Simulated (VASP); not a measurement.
A run of VASP 6.6.1:

The input INCAR:

```
SYSTEM = Cu
PREC = Accurate
ENCUT = 520
EDIFF = 1E-7
ISMEAR = 0
SIGMA = 0.1
LREAL = .FALSE.
LASPH = .TRUE.
NELM = 80
ALGO = Normal
ISIF = 2
LWAVE = .FALSE.
LCHARG = .FALSE.
GGA = RP
NBANDS = 18
```

File KPOINTS:

```
Automatic mesh
0
G
  12 12 7
  0 0 0
```

File POSCAR:

```
Cu
1.0
    2.5340966698      0.0000000000      0.0000000000
   -1.2670483349      2.1945920917      0.0000000000
    0.0000000000      0.0000000000      4.1125710000
Cu
2
Direct
    0.6666666667      0.3333333333      0.7500000000
    0.3333333333      0.6666666667      0.2500000000
```

Potentials or basis: VASP PAW PBE potentials, release 64 (Cu).

Command:

```console
$ cat potpaw_PBE.64/Cu/POTCAR > POTCAR
$ mpirun -np 1 vasp_std > vasp.out
```

Hardware: 1 thread of Intel Xeon 6975P-C, on a shared host.

Question: Estimate the wall time of this run.

Answer: Wall time 19 s on 1 thread of Intel Xeon 6975P-C, with other jobs on the host, peak memory 0.15 GiB. Counts: scf iterations 13, k points 76.
